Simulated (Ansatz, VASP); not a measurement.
Two plane-wave programs on ZnS

File INCAR:

```
SYSTEM = ZnS
PREC = Accurate
ENCUT = 520
EDIFF = 1E-8
ISMEAR = -1
SIGMA = 0.03
LREAL = .FALSE.
LASPH = .TRUE.
NELM = 60
ALGO = Normal
ISIF = 2
LWAVE = .FALSE.
LCHARG = .FALSE.
GGA = PS
LEFG = .TRUE.
NBANDS = 26
```

Contents of KPOINTS:

```
Automatic mesh
0
G
  8 8 5
  0 0 0
```

POSCAR

```
ZnS
1.0
    3.8872187572      0.0000000000      0.0000000000
   -1.9436093786      3.3664301938      0.0000000000
    0.0000000000      0.0000000000      6.2340000000
Zn S
2 2
Direct
    0.3333333333      0.6666666667      0.0000000000
    0.6666666667      0.3333333333      0.5000000000
    0.3333333333      0.6666666667      0.3850000000
    0.6666666667      0.3333333333      0.8850000000
```

Input for Ansatz:

```yaml
crystal:
  lattice:
    - [3.8872187572, 0.0, 0.0]
    - [-1.9436093786, 3.3664301938, 0.0]
    - [0.0, 0.0, 6.234]
  atoms:
    - { symbol: Zn, position: [0.3333333333, 0.6666666667, 0.0] }
    - { symbol: Zn, position: [0.6666666667, 0.3333333333, 0.5] }
    - { symbol: S, position: [0.3333333333, 0.6666666667, 0.385] }
    - { symbol: S, position: [0.6666666667, 0.3333333333, 0.885] }
kpoints:
  mp_grid: { grid: [8, 8, 5] }
scf:
  occupations: { method: fermi_dirac, width: 0.03 }
hamiltonian:
  xc: pbesol
  pseudopotentials: { kind: paw }
output:
  forces: true
  stress: true
  eigenvalues: true
  efg: { contact_densities: true }
```

Change from the starting cell: equal xx and yy strain of +2 %, PAW files.

Alike in both runs: task electric field gradients; functional PBEsol; k mesh 8 × 8 × 5; occupations fermi-dirac, width 0.03 eV; no spin polarisation.

```csv
,VASP,Ansatz
version,VASP 6.6.1,Ansatz 0.2.0
potentials or method,"VASP PAW PBE potentials, release 64 (Zn, S)","PAW with Ansatz's default frozen-core files, scalar-relativistic"
plane-wave cutoff (eV),520,420
valence electrons in the cell,36,36
```

VASP gave:

```
gap on the k mesh at the Fermi level (eV)                     : 1.90
pressure (GPa)                                                : -3.9
traceless stress, the component that is largest in VASP (GPa) : 0.57
rms of the force components (eV/Å)                            : 0.111
size of Vzz on the site where it differs most (V/Å²)          : 10.1
```

**Question.** What did Ansatz give for the same quantities?

**Answer.** gap on the k mesh at the Fermi level (eV): 1.89; pressure (GPa): -4.0; traceless stress, the component that is largest in VASP (GPa): 0.57; rms of the force components (eV/Å): 0.111; size of Vzz on the site where it differs most (V/Å²): 9.5.

VASP's potentials were made for PBE, not for PBEsol. Atom by atom the forces differ by 0.000 eV/Å (rms over components).
